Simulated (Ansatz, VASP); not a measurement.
One calculation of BaTe, two programs

The input INCAR:

```
PREC = Accurate
ENCUT = 520
EDIFF = 1E-7
ISMEAR = -1
SIGMA = 0.05
LREAL = F
LASPH = T
NELM = 100
ALGO = Normal
ISIF = 2
LWAVE = F
LCHARG = T
GGA = PE
LELF = T
LVHAR = T
NBANDS = 15
```

Contents of KPOINTS:

```
regular mesh
0
Gamma
  9 9 9
```

The input POSCAR:

```
BaTe
1.0
    4.3255614209      0.0000000000      0.0000000000
    0.0000000000      4.3255614209      0.0000000000
    0.0000000000      0.0000000000      4.3255614209
Ba Te
1 1
Direct
    0.0000000000      0.0000000000      0.0000000000
    0.5000000000      0.5000000000      0.5000000000
```

Input for Ansatz:

```yaml
crystal:
  lattice:
    - [4.3255614209, 0.0, 0.0]
    - [0.0, 4.3255614209, 0.0]
    - [0.0, 0.0, 4.3255614209]
  atoms:
    - { symbol: Ba, position: [0.0, 0.0, 0.0] }
    - { symbol: Te, position: [0.5, 0.5, 0.5] }
kpoints:
  mp_grid: { grid: [9, 9, 9] }
scf:
  occupations: { method: fermi_dirac, width: 0.05 }
hamiltonian:
  xc: pbe
  pseudopotentials: { kind: all_electron, lapw: { basis_error: 0.001 } }
output:
  forces: true
  stress: true
  eigenvalues: true
```

Change from the starting cell: volume scaled by 1.06.

Alike in both runs: task single point; functional PBE; k mesh 9 × 9 × 9; occupations fermi-dirac, width 0.05 eV; no spin polarisation.

|  | VASP | Ansatz |
| --- | --- | --- |
| version | VASP 6.6.1 | Ansatz 0.2.0 |
| potentials or method | VASP PAW PBE potentials, release 64 (Ba_sv, Te), cutoff 520 eV | all-electron LAPW, scalar-relativistic |

Ansatz gave:

```
pressure (GPa) : -1.6
```

Problem. Estimate VASP's values.

Solution. Pressure (GPa): -1.2.

Ansatz ran all-electron here, and VASP with PAW potentials.

Neither program's run includes spin-orbit coupling.
